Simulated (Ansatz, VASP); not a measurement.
**One calculation of HfC, two programs**

File INCAR:

```
PREC = Accurate ; ENCUT = 600
EDIFF = 1E-6 ; ISMEAR = -1
SIGMA = 0.05 ; LREAL = False
LASPH = True ; NELM = 150
ALGO = Normal ; ISIF = 3
LWAVE = False ; LCHARG = False
LMAXMIX = 4 ; LDAU = True
LDAUTYPE = 2 ; LDAUL = 2 -1
LDAUU = 5 0 ; LDAUJ = 0 0
LDAUPRINT = 1 ; GGA = CA
IBRION = 2 ; NSW = 60
EDIFFG = -0.01
```

File KPOINTS:

```
Automatic mesh
0
Gamma
  10 10 10
```

File POSCAR:

```
HfC
1.0
    0.0000000000      2.3250000000      2.3250000000
    2.3250000000      0.0000000000      2.3250000000
    2.3250000000      2.3250000000      0.0000000000
Hf C
1 1
Direct
    0.5000000000      0.5000000000      0.5000000000
    0.0000000000      0.0000000000      0.0000000000
```

input.yaml

```yaml
crystal:
  lattice:
    - [0.0, 2.325, 2.325]
    - [2.325, 0.0, 2.325]
    - [2.325, 2.325, 0.0]
  atoms:
    - { symbol: Hf, position: [0.5, 0.5, 0.5] }
    - { symbol: C, position: [0.0, 0.0, 0.0] }
hamiltonian:
  xc: lda
  pseudopotentials: { kind: paw }
  hubbard: { sites: [{ species: Hf, l: d, u_eff: 5.0 }] }
kpoints:
  mp_grid: { grid: [10, 10, 10] }
scf:
  occupations: { method: fermi_dirac, width: 0.05 }
output:
  forces: true
  stress: true
  eigenvalues: true
relax:
  f_tol: 0.01
  max_steps: 40
  cell: { stress_tol: 0.05 }
```

Alike in both runs: task relaxation of cell and atoms; functional LDA; k mesh 10 × 10 × 10; occupations fermi-dirac, width 0.05 eV; no spin polarisation; Hubbard terms Hf d U = 5.0 eV.

|  | VASP | Ansatz |
| --- | --- | --- |
| version | VASP 6.6.1 | Ansatz 0.2.0 |
| potentials or method | VASP PAW LDA potentials, release 64 (Hf_pv, C) | Ansatz PAW |
| plane-wave cutoff (eV) | 600 | 420 |
| valence electrons in the cell | 14 | 30 |

Ansatz gave:

| Quantity | Value |
| --- | --- |
| gap on the k mesh at the Fermi level, each at its own relaxed structure (eV) | none |
| relaxed volume (Å³/atom) | 12.40 |
| relaxed cell length with the largest relative difference (Å) | 3.273 |

**Question.** Which values does VASP return?

**Answer.** gap on the k mesh at the Fermi level, each at its own relaxed structure (eV): none; relaxed volume (Å³/atom): 12.89; relaxed cell length with the largest relative difference (Å): 3.316.

LDA's correlation is that of Perdew and Zunger in VASP and of Perdew and Wang (1992) in Ansatz. The programs project onto different local orbitals, so the same U acts differently, and such runs can settle in different states. A gap of «none» marks a metal or a gap that the smearing closes. VASP's potentials hold 14 valence electrons a cell and Ansatz's 30, so a difference there can come from the potentials and not from the codes.

Neither program's run includes spin-orbit coupling. Noted on Ansatz's run: the plane-wave basis is chosen anew once the cell has moved, so the energies of steps on either side of that aren't comparable.
